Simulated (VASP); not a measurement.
Set up this calculation in VASP 6.6.1, as the native input.

| Item | Value |
| --- | --- |
| Task | single point |
| Functional | PBE |
| Potentials or basis | VASP PAW PBE potentials, release 64 (O, Hf_pv, Cr_pv, W_sv) |
| Cutoff | 520 eV |
| k mesh | 5 × 5 × 5 |
| Occupations | fermi-dirac, width 0.0509 eV |
| Spin | no spin polarisation |
| Dipole correction | no |
| Further INCAR settings | ALGO = Normal; EDIFF = 1e-06; NBANDS = 52 |

The structure of Hf2CrWO6 lies in POSCAR:

```
Hf2CrWO6
1.0
    0.0000000000      5.1048630900      0.0000000000
    5.1048630900      0.0000000000      0.0000000000
    2.5524315500      2.5524315500     -3.9569309000
O Hf Cr W
6 2 1 1
Direct
    0.2261000000      0.2261000000      0.5478000000
    0.7739000000      0.7739000000      0.4522000000
    0.2872000000      0.2070000000      0.0000000000
    0.2070000000      0.7128000000      0.0000000000
    0.7128000000      0.7930000000      0.0000000000
    0.7930000000      0.2872000000      0.0000000000
    0.7500000000      0.2500000000      0.5000000000
    0.2500000000      0.7500000000      0.5000000000
    0.5000000000      0.5000000000      0.0000000000
    0.0000000000      0.0000000000      0.0000000000
```

These files were run (other wordings do the same):

INCAR

```
SYSTEM = Hf2CrWO6
PREC = Accurate
ENCUT = 520
EDIFF = 1E-6
ISMEAR = -1
SIGMA = 0.0509
LREAL = .False.
LASPH = .True.
NELM = 100
ALGO = Normal
ISIF = 2
LWAVE = .False.
LCHARG = .True.
GGA = PE
LELF = .True.
LVHAR = .True.
NBANDS = 52
```

KPOINTS

```
Automatic mesh
0
Gamma
  5 5 5
  0 0 0
```

Potentials or basis: VASP PAW PBE potentials, release 64 (O, Hf_pv, Cr_pv, W_sv).

The run is started by

```bash
$ cat potpaw_PBE.64/O/POTCAR potpaw_PBE.64/Hf_pv/POTCAR potpaw_PBE.64/Cr_pv/POTCAR potpaw_PBE.64/W_sv/POTCAR > POTCAR
$ mpirun -np 1 vasp_std > vasp.out
```

It gave:

```json
{"Pressure": "39.2 GPa", "Largest force": "8.645 eV/Å", "Band gap on the k mesh": "zero (bands 41 and 42 overlap by 1.30 eV)"}
```

Caveat: the cell stands under pressure; spin-orbit coupling is left out, which moves the levels of the heavy elements; the run has no spin polarisation, though such a crystal can be magnetic; semilocal functionals often make such compounds metallic where correlation or magnetic order opens a gap, which also shifts bond lengths; forces of over 1 eV/Å act on the atoms, so gaps and moduli don't describe the material at rest.

It took 4.7 min on 1 thread of Intel(R) Xeon(R) Platinum 8259CL CPU @ 2.50GHz (Skylake/Cascade Lake) (shared host), peak memory 0.3 GiB.
